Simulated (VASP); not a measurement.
## PbF2: single point with r2SCAN

PbF2:

```
CELL_PARAMETERS angstrom
0.00000 3.00040 3.00040
3.00040 0.00000 3.00040
3.00040 3.00040 0.00000
ATOMIC_POSITIONS crystal
Pb 0.00000 0.00000 0.00000
F 0.25000 0.25000 0.25000
F 0.75000 0.75000 0.75000
```

- Program: VASP 6.6.1
- Task: single point
- Functional: r2SCAN
- Potentials or basis: VASP PAW PBE potentials, release 64 (Pb_d, F)
- Cutoff: 520 eV
- k mesh: 8 × 8 × 8
- Occupations: gaussian, width 0.05 eV
- Spin: no spin polarisation

```
Pressure               : -2.9 GPa
Band gap on the k mesh : 4.94 eV (least direct gap 5.08 eV)
```

Levels at points of the mesh, in eV from the valence-band top:
```tsv
k point	band 12	band 13	band 14	band 15	band 16	band 17
(0.00, 0.00, 0.00)	-1.89	-1.89	-1.89	7.27	7.27	7.27
(0.50, 0.00, 0.00)	-2.08	-2.08	-0.03	5.40	8.12	8.12
(0.50, 0.50, 0.00)	-1.51	-1.50	-0.14	4.94	8.32	8.32
```

Run time: 73 s on 1 thread of AMD EPYC 9R45 96-Core Processor (Zen 5), on a shared host, peak memory 0.17 GiB.

Caveat: the PAW data sets were made with another functional, which shifts forces and pressure a little; spin-orbit coupling is left out, which moves the levels of the heavy elements. A k mesh can miss the band edges.
